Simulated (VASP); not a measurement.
Ru, 2 atoms in the cell. The structure is hexagonal, space group P6_3/mmc (No. 194). Conventional cell: a = 2.769 Å, b = 2.769 Å, c = 3.647 Å, α = 90.00°, β = 90.00°, γ = 120.00°. Within 3.2 Å of Ru (site symmetry -6m2) lie 12 Ru at 2.43 to 2.77 Å. 

```yaml
Program: VASP 6.6.1
Task: single point
Functional: PBE
Potentials_or_basis: VASP PAW PBE potentials, release 64 (Ru_pv)
Cutoff: 520 eV
k_mesh: 21 × 21 × 12
Occupations: gaussian, width 0.15 eV
Spin: no spin polarisation
Dipole_correction: no
Further_INCAR_settings: ALGO = Fast; EDIFF = 1e-06; NBANDS = 21
```

Potentials or basis: VASP PAW PBE potentials, release 64 (Ru_pv).

Launch:

```sh
$ cat potpaw_PBE.64/Ru_pv/POTCAR > POTCAR
$ mpirun -np 1 vasp_std > vasp.out
```

Hardware: 1 thread of Intel(R) Xeon(R) 6975P-C (Granite Rapids), with other jobs on the host.

**Question.** How long does it take, and how much memory?

**Answer.** Wall time 61 s on 1 thread of Intel(R) Xeon(R) 6975P-C (Granite Rapids) (shared host), peak memory 0.24 GiB. Counts: scf iterations 13, k points 336.
